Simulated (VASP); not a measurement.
Wanted: the native input for a VASP 6.6.1 run.

```
Task                   : single point
Functional             : PBE
Potentials or basis    : VASP PAW PBE potentials, release 64 (Tm_3, Hg, Cl), 4f in core
Cutoff                 : 500 eV
k mesh                 : 10 × 10 × 6
Occupations            : gaussian, width 0.1 eV
Spin                   : no spin polarisation
Dipole correction      : no
Mended                 : yes
Further INCAR settings : ALGO = Normal; EDIFF = 1e-06; NBANDS = 37
```

The structure of TmHgCl lies in POSCAR:

```
TmHgCl
1.0
    4.1597618515      0.0000000000      0.0000000000
    0.0000000000      4.1597618515      0.0000000000
    0.0000000000      0.0000000000      8.1958707570
Tm Hg Cl
2 2 2
Direct
    0.0000000000      0.5000000000      0.7726267193
    0.5000000000      0.0000000000      0.2273732807
    0.0000000000      0.5000000000      0.3878924712
    0.5000000000      0.0000000000      0.6121075288
    0.0000000000      0.0000000000      0.0000000000
    0.5000000000      0.5000000000      0.0000000000
```

The cell was built from a structure type or drawn by symmetry, and may not be a known phase.

One way to write it, as run:

INCAR

```
ALGO = Normal
EDIFF = 1E-6
ENCUT = 500
GGA = PE
GGA_COMPAT = False
ISIF = 2
ISMEAR = 0
LASPH = True
LCHARG = False
LMAXMIX = 6
LREAL = False
LWAVE = False
NBANDS = 37
NELM = 200
PREC = Accurate
SIGMA = 0.1
```

KPOINTS

```
k-points
0
Gamma
  10 10 6
```

Potentials or basis: VASP PAW PBE potentials, release 64 (Tm_3, Hg, Cl), 4f in core.

Run with:

```bash
$ cat potpaw_PBE.64/Tm_3/POTCAR potpaw_PBE.64/Hg/POTCAR potpaw_PBE.64/Cl/POTCAR > POTCAR
$ mpirun -np 1 vasp_std > vasp.out
```

It gave:

* Pressure: 0.2 GPa
* Largest force: 0.026 eV/Å
* Band gap on the k mesh: zero (bands 28 and 29 overlap by 1.17 eV)

Caveat: spin-orbit coupling is left out, which moves the levels of the heavy elements; the 4f electrons are frozen in the core, so they carry no moment and show no levels; the run has no spin polarisation, though such a crystal can be magnetic.

Run time: 3.5 min on 1 thread of Intel(R) Xeon(R) Platinum 8488C (Sapphire Rapids) (shared host), peak memory 0.49 GiB.
